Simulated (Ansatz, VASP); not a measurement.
**One calculation of W, two programs**

```
W
1.0
     0.00000    2.10613    2.03000
     2.03000    0.00000    2.03000
     2.03000    2.10613    0.00000
W
1
Direct
  0.00000 0.00000 0.00000
```

Change from the starting cell: strain +0.0375 x Voigt [0, 1, 0, 0, 0, 0], atoms carried along.

Alike in both runs: task single point; functional LDA; k mesh 20 × 20 × 20; occupations gaussian, width 0.15 eV; no spin polarisation.

|  | VASP | Ansatz |
| --- | --- | --- |
| version | VASP 6.6.1 | Ansatz 0.2.0 |
| potentials or method | VASP PAW LDA potentials, release 64 (W_sv), cutoff 520 eV | scalar-relativistic, plane waves, PAW |
| valence electrons in the cell | 14 | 14 |

|  | VASP | Ansatz | Ansatz less VASP |
| --- | --- | --- | --- |
| gap on the k mesh at the Fermi level (eV) | none | none | - |
| pressure (GPa) | -24.7 | -25.9 | -1.15 |
| traceless stress, the component that is largest in VASP (GPa) | 5.58 | 5.58 | -0.003 |

LDA's correlation is that of Perdew and Zunger in VASP and of Perdew and Wang (1992) in Ansatz. A gap of «none» marks a metal or a gap that the smearing closes.

Neither program's run includes spin-orbit coupling.
